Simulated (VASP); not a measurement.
# Ag (P6_3/mmc) in VASP: a series of runs, part 2 of 2

VASP 6.6.1. Earlier steps stand in the parts before.

### 3 Relaxation of cell and atoms, PBEsol, target pressure 10 GPa, at which the enthalpy is minimised

This run uses another cell than the first one, of 15.52 Å³/atom.

INCAR

```
PREC = Accurate
ENCUT = 600
EDIFF = 1E-6
ISMEAR = 0
SIGMA = 0.1
LREAL = F
LASPH = T
NELM = 60
ALGO = Fast
ISIF = 3
LWAVE = F
LCHARG = F
GGA = PS
IBRION = 2
NSW = 70
EDIFFG = -0.008
PSTRESS = 100.0
```

KPOINTS

```
Automatic mesh
0
Gamma
  18 18 6
```

POSCAR

```
Ag
1.0
    2.7994005536      0.0000000000      0.0000000000
   -1.3997002768      2.4243519948      0.0000000000
    0.0000000000      0.0000000000      9.1464564538
Ag
4
Direct
    0.0000000000      0.0000000000      0.0000000000
    0.0000000000      0.0000000000      0.5000000000
    0.3333333333      0.6666666667      0.2500000000
    0.6666666667      0.3333333333      0.7500000000
```

Potentials or basis: VASP PAW PBE potentials, release 64 (Ag).

The run is started by

```sh
$ cat potpaw_PBE.64/Ag/POTCAR > POTCAR
$ mpirun -np 1 vasp_std > vasp.out
```

OUTCAR:

```text
PREC = Accurate
   ENCUT = 600
   EDIFF = 1E-6
   ISMEAR = 0
   LREAL = F
   LASPH = T
   NELM = 60
   ISIF = 3
   GGA = PS
   IBRION = 2
   NSW = 70
   EDIFFG = -0.008
   PSTRESS = 100.0

 ion  position               nearest neighbor table
   1  0.000  0.000  0.000-   3 2.80   4 2.80   4 2.80   3 2.80   4 2.80   3 2.80
   2  0.000  0.000  0.500-   3 2.80   4 2.80   4 2.80   3 2.80   4 2.80   3 2.80
   3  0.333  0.667  0.250-   1 2.80   2 2.80   1 2.80   2 2.80   1 2.80   2 2.80
   4  0.667  0.333  0.750-   1 2.80   2 2.80   1 2.80   2 2.80   1 2.80   2 2.80

  LATTYP: Found a hexagonal cell.
 ALAT       =     2.7994005536
 C/A-ratio  =     3.2672910785

  Lattice vectors:

 A1 = (   2.7994005536,   0.0000000000,   0.0000000000)
 A2 = (  -1.3997002768,   2.4243519948,   0.0000000000)
 A3 = (   0.0000000000,   0.0000000000,   9.1464564538)

Analysis of symmetry for initial positions (statically):
=====================================================================
 Subroutine PRICEL returns:
 Original cell was already a primitive cell.

 Routine SETGRP: Setting up the symmetry group for a
 hexagonal supercell.

 Subroutine GETGRP returns: Found 24 space group operations
 (whereof 12 operations were pure point group operations)
 out of a pool of 24 trial point group operations.

The static configuration has the point symmetry D_3d.
 The point group associated with its full space group is D_6h.

Analysis of symmetry for dynamics (positions and initial velocities):
=====================================================================
 Subroutine PRICEL returns:
 Original cell was already a primitive cell.

 Routine SETGRP: Setting up the symmetry group for a
 hexagonal supercell.

 Subroutine GETGRP returns: Found 24 space group operations
 (whereof 12 operations were pure point group operations)
 out of a pool of 24 trial point group operations.

The dynamic configuration has the point symmetry D_3d.
 The point group associated with its full space group is D_6h.

 Subroutine INISYM returns: Found 24 space group operations
 (whereof 12 operations are pure point group operations),
 and found     1 'primitive' translations

----------------------------------------------------------------------------------------

                                     Primitive cell

  volume of cell :      62.0746

  direct lattice vectors                    reciprocal lattice vectors
     2.799400554  0.000000000  0.000000000     0.357219334  0.206240678  0.000000000
    -1.399700277  2.424351995  0.000000000     0.000000000  0.412481357  0.000000000
     0.000000000  0.000000000  9.146456454     0.000000000  0.000000000  0.109331959

  length of vectors
     2.799400554  2.799400554  9.146456454     0.412481357  0.412481357  0.109331959

  position of ions in fractional coordinates (direct lattice)
     0.000000000  0.000000000  0.000000000
     0.000000000  0.000000000  0.500000000
     0.333333333  0.666666667  0.250000000
     0.666666667  0.333333333  0.750000000

  ion indices of the primitive-cell ions
   primitive index   ion index
                 1           1
                 2           2
                 3           3
                 4           4

----------------------------------------------------------------------------------------

 KPOINTS: Automatic mesh

[... 29 lines left out ...]
  0.277778  0.000000  0.000000      6.000000
[... 16 lines left out ...]
  0.333333  0.111111  0.000000     12.000000
  0.388889  0.111111  0.000000     12.000000
 [... further k-points ...]
   k-points           NKPTS =    148   k-points in BZ     NKDIM =    148   number of bands    NBANDS=     26
   number of dos      NEDOS =    301   number of ions     NIONS =      4
   total plane-waves  NPLWV =  46080
   dimension x,y,z NGX =    24 NGY =   24 NGZ =   80
   dimension x,y,z NGXF=    48 NGYF=   48 NGZF=  160
   ions per type =               4
   NGX,Y,Z   is equivalent  to a cutoff of  14.25, 14.25, 14.54 a.u.
   NGXF,Y,Z  is equivalent  to a cutoff of  28.51, 28.51, 29.08 a.u.
 SYSTEM =  unknown system
   PREC   = accura    normal or accurate (medium, high low for compatibility)
   ISTART =      0    job   : 0-new  1-cont  2-samecut
   ICHARG =      2    charge: 1-file 2-atom 10-const
   ISPIN  =      1    spin polarized calculation?
   LNONCOLLINEAR =      F non collinear calculations
   LSORBIT =      F    spin-orbit coupling
   LASPH  =      T    aspherical Exc in radial PAW
   ENCUT  =  600.0 eV  44.10 Ry    6.64 a.u.   5.59  5.59 18.27*2*pi/ulx,y,z
   NELM   =     60;   NELMIN=  2; NELMDL= -5     # of ELM steps
   EDIFF  = 0.1E-05   stopping-criterion for ELM
   LREAL  =      F    real-space projection
   EDIFFG = -.8E-02   stopping-criterion for IOM
   NSW    =     70    number of steps for IOM
   IBRION =      2    ionic relax: 0-MD 1-quasi-New 2-CG
   NFREE  =      1    steps in history (QN), initial steepest desc. (CG)
   ISIF   =      3    stress and relaxation
   ISYM   =      2    0-nonsym 1-usesym 2-fastsym
   POTIM  = 0.5000    time-step for ionic-motion
   TEBEG  =    0.0;   TEEND  =   0.0 temperature during run
   PSTRESS=  100.0 pullay stress
   NELECT =      44.0000    total number of electrons
   NUPDOWN=      -1.0000    fix difference up-down
   EMIN   =  10.00;   EMAX   =-10.00  energy-range for DOS
   EFERMI =   0.00;   METHOD = LEGACY
   ISMEAR =     0;   SIGMA  =   0.10  broadening in eV -4-tet -1-fermi 0-gaus
   EFERMI_NEDOS =   21; number of points for ismear=-14 and -15
   IALGO  =     68    algorithm
   IMIX   =      4    mixing-type and parameters
     AMIX     =   0.40;   BMIX     =  1.00
     AMIX_MAG =   1.60;   BMIX_MAG =  1.00
  volume/ion in A,a.u.               =      15.52       104.72
  Fermi-wavevector in a.u.,A,eV,Ry     =   1.459669  2.758375 28.989049  2.130635
  Thomas-Fermi vector in A             =   2.576209
   LORBIT       =      0    0 simple, 1 ext, 2 COOP (PROOUT), +10 PAW based schemes
   GGA     = PS    functional components
   LHFCALC =     F    Hartree Fock is set to
   AEXX    =    0.0000 exact exchange contribution
   IVDW    =     0    specifies the selected vdW correction
   LEPSILON=     F    determine dielectric tensor
   LRPA    =     F    only Hartree local field effects (RPA)
 conjugate gradient relaxation of ions
 non-spin polarized calculation
 RMM-DIIS sequential band-by-band and
 Gauss-broadening in eV      SIGMA  =   0.10
  energy-cutoff  :      600.00
  volume of cell :       62.07
 maximum number of plane-waves:      2113
 NGX is ok and might be reduce to    24
   NGX = 11   NGY = 11   NGZ = 37

 number of electron      44.0000002 magnetization

 Free energy of the ion-electron system (eV)
  ---------------------------------------------------
  ext. energy  EPLUGINS =         0.00000000
  ---------------------------------------------------
  free energy    TOTEN  =       -13.09575021 eV

  energy without entropy =      -13.09053726  energy(sigma->0) =      -13.09314374

 E-fermi :   9.5729     XC(G=0): -12.9825

 val. band max:        9.5586145230   @ k =   0.2778   0.1667   0.0000
 cond. band min:       9.5819193324   @ k =   0.3889   0.0556   0.0000
 fundamental gap:      0.0233048094
 Fermi energy:         9.5728668183

 k-point     1 :       0.0000    0.0000    0.0000
  band No.  band energies     occupation
      1       1.0558      2.00000
      2       2.5591      2.00000
      3       2.5678      2.00000
      4       2.5802      2.00000
      5       4.4525      2.00000
      6       4.4525      2.00000
[... 685 lines left out ...]
     25      15.1155      0.00000
     26      15.2142      0.00000

 [... further k-points ...]

------------------------ aborting loop because EDIFF is reached ----------------------------------------

  FORCE on cell =-STRESS in cart. coord.  units (eV):
  Direction    XX          YY          ZZ          XY          YZ          ZX
  --------------------------------------------------------------------------------------
  -------------------------------------------------------------------------------------
  Total        3.9010666      3.9010666      3.8956579      0.0000000      0.0000000      0.0000000
  in kB      100.6886135    100.6886135    100.5490099      0.0000000      0.0000000      0.0000000
  external PRESSURE =       0.6420790 kB  Pullay stress =     100.0000000 kB

 VOLUME and BASIS-vectors are now :
 -----------------------------------------------------------------------------
  energy-cutoff  :      600.00
  volume of cell :       62.07
      direct lattice vectors                 reciprocal lattice vectors
     2.799400554  0.000000000  0.000000000     0.357219334  0.206240678  0.000000000
    -1.399700277  2.424351995  0.000000000     0.000000000  0.412481357  0.000000000
     0.000000000  0.000000000  9.146456454     0.000000000  0.000000000  0.109331959

 POSITION                                       TOTAL-FORCE (eV/Angst)
 -----------------------------------------------------------------------------------
      0.00000      0.00000      0.00000         0.000000     -0.000000      0.000000
      0.00000      0.00000      4.57323         0.000000     -0.000000      0.000000
     -0.00000      1.61623      2.28661        -0.000000      0.000000     -0.000000
      1.39970      0.80812      6.85984         0.000000     -0.000000      0.000000
 -----------------------------------------------------------------------------------
    total drift:                               -0.000000      0.000000     -0.000000

  FREE ENERGIE OF THE ION-ELECTRON SYSTEM (eV)
  ---------------------------------------------------
  free  energy   TOTEN  =       -13.0957502131 eV

  energy  without entropy=      -13.0905372633  energy(sigma->0) =      -13.09314374

  enthalpy is  TOTEN    =        -9.2213631254 eV   P V=        3.8743870877

 reached required accuracy - stopping structural energy minimisation
```

OSZICAR:

```text
N       E                     dE             d eps       ncg     rms          rms(c)
DAV:   1     0.329408032359E+03    0.32941E+03   -0.25495E+04  7712   0.191E+03
DAV:   2    -0.670905432374E+01   -0.33612E+03   -0.32505E+03  7992   0.404E+02
DAV:   3    -0.145633419352E+02   -0.78543E+01   -0.77962E+01  8454   0.676E+01
DAV:   4    -0.146086618710E+02   -0.45320E-01   -0.45270E-01  8076   0.478E+00
DAV:   5    -0.146089695248E+02   -0.30765E-03   -0.30765E-03  8112   0.448E-01    0.143E+01
RMM:   6    -0.131640500479E+02    0.14449E+01   -0.46500E+00  7696   0.164E+01    0.821E+00
RMM:   7    -0.131109726074E+02    0.53077E-01   -0.30924E-01  7696   0.341E+00    0.403E+00
RMM:   8    -0.130965722143E+02    0.14400E-01   -0.43261E-02  7696   0.172E+00    0.667E-01
RMM:   9    -0.130956798900E+02    0.89232E-03   -0.48315E-03  7696   0.501E-01    0.487E-02
RMM:  10    -0.130957572742E+02   -0.77384E-04   -0.69359E-04  7696   0.141E-01    0.803E-02
RMM:  11    -0.130957546777E+02    0.25965E-05   -0.25925E-04  7696   0.130E-01    0.306E-02
RMM:  12    -0.130957496965E+02    0.49812E-05   -0.45001E-05  7696   0.527E-02    0.838E-03
RMM:  13    -0.130957502131E+02   -0.51658E-06   -0.53301E-06  5837   0.135E-02
   1 F= -.92213631E+01 E0= -.92187567E+01  d E =-.922136E+01
```

Wall time 3.9 min (1 thread of AMD EPYC 7R13 (Zen 3), shared host); peak memory 0.33 GiB.

What came out:

```
Free energy             : -13.0958 eV
Pressure after relaxing : 10.1 GPa
Band gap on the k mesh  : zero (bands 22 and 23 overlap by 6.80 eV)
```

Final structure:
```
CELL_PARAMETERS angstrom
2.79940 0.00000 0.00000
-1.39970 2.42435 0.00000
0.00000 0.00000 9.14646
ATOMIC_POSITIONS crystal
Ag 0.00000 0.00000 0.00000
Ag 0.00000 0.00000 0.50000
Ag 0.33333 0.66667 0.25000
Ag 0.66667 0.33333 0.75000
```

Levels at points of the mesh, in eV from the Fermi level:
```tsv
k point	band 19	band 20	band 21	band 22	band 23	band 24	band 25	band 26
(0.00, 0.00, 0.00)	-3.72	-3.46	-3.46	-2.99	-2.99	-0.69	4.17	11.90
(0.50, 0.00, 0.00)	-2.76	-2.73	-0.40	0.56	1.17	1.70	4.88	4.95
(0.00, 0.00, 0.50)	-3.19	-3.19	-3.19	-3.19	-2.77	-2.77	7.07	7.07
(0.50, 0.00, 0.50)	-2.77	-2.77	0.18	0.18	1.50	1.50	5.24	5.24
```

Caveat: the cell is relaxed towards a set pressure, so the run minimises the enthalpy, not the energy; the PAW data sets were made with another functional, which shifts forces and pressure a little.

The gap in the log of VASP goes by the Fermi energy; the results here count the filled bands.